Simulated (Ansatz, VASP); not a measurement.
## Ag: VASP beside Ansatz

File INCAR:

```
ALGO = Normal
EDIFF = 1E-6
ENCUT = 520
GGA = PS
ISIF = 2
ISMEAR = 0
LASPH = True
LCHARG = False
LREAL = False
LWAVE = False
NBANDS = 12
NELM = 60
PREC = Accurate
SIGMA = 0.15
```

The input KPOINTS:

```
k-points
0
Gamma
  20 20 20
```

The input POSCAR:

```
Ag
1.0
   -1.6225409200      1.6556540000      1.6556540000
    1.6225409200     -1.6556540000      1.6556540000
    1.6225409200      1.6556540000     -1.6556540000
Ag
1
Direct
    0.0000000000      0.0000000000      0.0000000000
```

Input for Ansatz:

```yaml
crystal:
  lattice:
    - [-1.62254092, 1.655654, 1.655654]
    - [1.62254092, -1.655654, 1.655654]
    - [1.62254092, 1.655654, -1.655654]
  atoms:
    - { symbol: Ag, position: [0.0, 0.0, 0.0] }
basis:
  ecutwfc: 420
kpoints:
  mp_grid: { grid: [20, 20, 20] }
hamiltonian:
  xc: pbesol
scf:
  occupations: { method: gaussian, width: 0.15 }
output:
  forces: true
  stress: true
  eigenvalues: true
  write_density: true
  write_potential: true
  elf: true
  volumetric_format: npy
```

Change from the starting cell: strain -0.0200 x Voigt [1, 0, 0, 0, 0, 0], atoms carried along.

Alike in both runs: task single point; functional PBEsol; k mesh 20 × 20 × 20; occupations gaussian, width 0.15 eV; no spin polarisation.

|  | VASP | Ansatz |
| --- | --- | --- |
| version | VASP 6.6.1 | Ansatz 0.2.0 |
| potentials or method | VASP PAW PBE potentials, release 64 (Ag), cutoff 520 eV | scalar-relativistic, plane waves, PAW |
| valence electrons in the cell | 11 | 19 |

Ansatz gave:

```
gap on the k mesh at the Fermi level (eV)                     : none
pressure (GPa)                                                : -5.7
traceless stress, the component that is largest in VASP (GPa) : -0.37
```

Task: Estimate VASP's values.

Result: gap on the k mesh at the Fermi level (eV): none; pressure (GPa): -5.8; traceless stress, the component that is largest in VASP (GPa): -0.37.

VASP's potentials were made for PBE, not for PBEsol. A gap of «none» marks a metal or a gap that the smearing closes. VASP's potentials hold 11 valence electrons a cell and Ansatz's 19, so a difference there can come from the potentials and not from the codes.
